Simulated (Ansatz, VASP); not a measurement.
## One calculation of RbBr, two programs

```
CELL_PARAMETERS angstrom
4.12608 0.00000 0.00000
0.00000 4.12608 0.00000
0.00000 0.00000 4.12608
ATOMIC_POSITIONS crystal
Rb 0.00000 0.00000 0.00000
Br 0.50000 0.50000 0.50000
```

Alike in both runs: task relaxation of the atoms; functional PBEsol; k mesh 7 × 7 × 7; occupations fermi-dirac, width 0.03 eV; no spin polarisation.

|  | VASP | Ansatz |
| --- | --- | --- |
| version | VASP 6.6.1 | Ansatz 0.2.0 |
| potentials or method | VASP PAW PBE potentials, release 64 (Rb_sv, Br) | PAW with Ansatz's default frozen-core files, scalar-relativistic |
| plane-wave cutoff (eV) | 520 | 420 |
| valence electrons in the cell | 16 | 16 |

```tsv
	VASP	Ansatz	Ansatz less VASP
gap on the k mesh at the Fermi level, each at its own relaxed structure (eV)	3.93	3.93	+0.001
```

VASP's potentials were made for PBE, not for PBEsol. Ansatz's warnings: stress scf threshold loose.

Noted on VASP's run: the relaxation stopped at its first step, so nothing moved.
